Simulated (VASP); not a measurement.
Input of a VASP 6.6.1 run:

The input INCAR:

```
SYSTEM = MoW2C4
PREC = Accurate
ENCUT = 600
EDIFF = 1E-6
ISMEAR = 0
SIGMA = 0.2
LREAL = .FALSE.
LASPH = .TRUE.
NELM = 120
ALGO = Normal
ISIF = 2
LWAVE = .FALSE.
LCHARG = .TRUE.
GGA = PE
LELF = .TRUE.
LVHAR = .TRUE.
NBANDS = 38
GGA_COMPAT = .FALSE.
```

The input KPOINTS:

```
Automatic mesh
0
G
  4 4 3
  0 0 0
```

POSCAR

```
MoW2C4
1.0
    3.9839296995      0.0000000000      0.0000000000
    0.0000000000      3.9839296995      0.0000000000
    0.0000000000      0.0000000000      5.5192758215
Mo W C
1 2 4
Direct
    0.0000000000      0.0000000000      0.1442195141
    0.5000000000      0.0000000000      0.4980574287
    0.0000000000      0.5000000000      0.4980574287
    0.8061792322      0.8061792322      0.7972522846
    0.1938207678      0.1938207678      0.7972522846
    0.1938207678      0.8061792322      0.7972522846
    0.8061792322      0.1938207678      0.7972522846
```

Potentials or basis: VASP PAW PBE potentials, release 64 (Mo_sv, W_sv, C).

Run with:

```sh
$ cat potpaw_PBE.64/Mo_sv/POTCAR potpaw_PBE.64/W_sv/POTCAR potpaw_PBE.64/C/POTCAR > POTCAR
$ mpirun -np 1 vasp_std > vasp.out
```

Predict the band gap on the k mesh.

zero (bands 29 and 30 overlap by 1.18 eV).

Estimate the largest force.

0.063 eV/Å.

What does it give for the pressure?

0.3 GPa.

Forces on the atoms (eV/Å):
```
Mo   0.000  0.000  0.024
W    0.000  0.000 -0.063
W    0.000  0.000 -0.063
C   -0.035 -0.035  0.026
C    0.035  0.035  0.026
C    0.035 -0.035  0.026
C   -0.035  0.035  0.026
```

Caveat: the k points lie up to 0.39 Å⁻¹ apart, too coarse for converged energies and pressures of a metal; spin-orbit coupling is left out, which moves the levels of the heavy elements.
